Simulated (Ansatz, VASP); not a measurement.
# Li3Os in VASP and in Ansatz

INCAR

```
ALGO = Fast
EDIFF = 1E-6
ENCUT = 520
GGA = PE
ISIF = 2
ISMEAR = 0
LASPH = True
LCHARG = False
LREAL = False
LWAVE = False
NBANDS = 27
NELM = 60
PREC = Accurate
SIGMA = 0.1
```

Contents of KPOINTS:

```
k-points
0
Gamma
  6 6 4
```

Contents of POSCAR:

```
Li3Os
1.0
    5.1106738684      0.0000000000      0.0000000000
   -2.5553369343      4.4259734005      0.0000000000
    0.0000000000      0.0000000000      4.6169689901
Li Os
6 2
Direct
    0.3115000000      0.3115000000      0.2500000000
    0.0000000000      0.3115000000      0.7500000000
    0.6885000000      0.0000000000      0.2500000000
    0.6885000000      0.6885000000      0.7500000000
    0.0000000000      0.6885000000      0.2500000000
    0.3115000000      0.0000000000      0.7500000000
    0.0000000000      0.0000000000      0.0000000000
    0.0000000000      0.0000000000      0.5000000000
```

Input for Ansatz:

```yaml
crystal:
  lattice:
    - [5.1106738684, 0.0, 0.0]
    - [-2.5553369343, 4.4259734005, 0.0]
    - [0.0, 0.0, 4.6169689901]
  atoms:
    - { symbol: Li, position: [0.3115, 0.3115, 0.25] }
    - { symbol: Li, position: [0.0, 0.3115, 0.75] }
    - { symbol: Li, position: [0.6885, 0.0, 0.25] }
    - { symbol: Li, position: [0.6885, 0.6885, 0.75] }
    - { symbol: Li, position: [0.0, 0.6885, 0.25] }
    - { symbol: Li, position: [0.3115, 0.0, 0.75] }
    - { symbol: Os, position: [0.0, 0.0, 0.0] }
    - { symbol: Os, position: [0.0, 0.0, 0.5] }
basis:
  ecutwfc: 420
kpoints:
  mp_grid: { grid: [6, 6, 4] }
hamiltonian:
  xc: pbe
scf:
  occupations: { method: gaussian, width: 0.1 }
  lower_state_search: "off"
output:
  forces: true
  stress: true
  eigenvalues: true
```

Alike in both runs: task single point; functional PBE; k mesh 6 × 6 × 4; occupations gaussian, width 0.1 eV; no spin polarisation.

|  | VASP | Ansatz |
| --- | --- | --- |
| version | VASP 6.6.1 | Ansatz 0.2.0 |
| potentials or method | VASP PAW PBE potentials, release 64 (Li_sv, Os), cutoff 520 eV | scalar-relativistic, plane waves, PAW |
| valence electrons in the cell | 34 | 50 |

|  | VASP | Ansatz | Ansatz less VASP |
| --- | --- | --- | --- |
| gap on the k mesh at the Fermi level (eV) | none | none | - |
| rms of the force components (eV/Å) | 3.828 | 3.700 | -0.1280 |

Atom by atom the forces differ by 0.128 eV/Å (rms over components). A gap of «none» marks a metal or a gap that the smearing closes. VASP's potentials hold 34 valence electrons a cell and Ansatz's 50, so a difference there can come from the potentials and not from the codes.

Spin-orbit coupling is off throughout. Noted on VASP's run: the cutoff is short for stress, so the pressure is rough.
